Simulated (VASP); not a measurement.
Here is a VASP 6.6.1 calculation.

The input INCAR:

```
SYSTEM = YSe
ALGO = Normal
EDIFF = 1E-6
ENCUT = 520
GGA = PS
ISIF = 2
ISMEAR = 0
LASPH = .True.
LCHARG = .True.
LELF = .True.
LREAL = .False.
LVHAR = .True.
LWAVE = .False.
NBANDS = 16
NELM = 60
PREC = Accurate
SIGMA = 0.15
```

The input KPOINTS:

```
k-points
0
Gamma
  14 14 14
  0 0 0
```

Contents of POSCAR:

```
YSe
1.0
    0.0000000000      2.8750000000      2.8318750000
    2.8750000000      0.0000000000      2.8318750000
    2.8750000000      2.8750000000      0.0000000000
Y Se
1 1
Direct
    0.0000000000      0.0000000000      0.0000000000
    0.5000000000      0.5000000000      0.5000000000
```

Potentials or basis: VASP PAW PBE potentials, release 64 (Y_sv, Se).

Run with:

```bash
$ cat potpaw_PBE.64/Y_sv/POTCAR potpaw_PBE.64/Se/POTCAR > POTCAR
$ mpirun -np 1 vasp_std > vasp.out
```

Predict the pressure.

-1.2 GPa.

Stress tensor (GPa, compression positive):
```
-2.18  0.00  0.00
 0.00 -2.18  0.00
 0.00  0.00  0.69
```

Caveat: the cell differs from its parent crystal (strain +0.000 along x and y, -0.015 along z); the PAW data sets were made with another functional, which shifts forces and pressure a little.
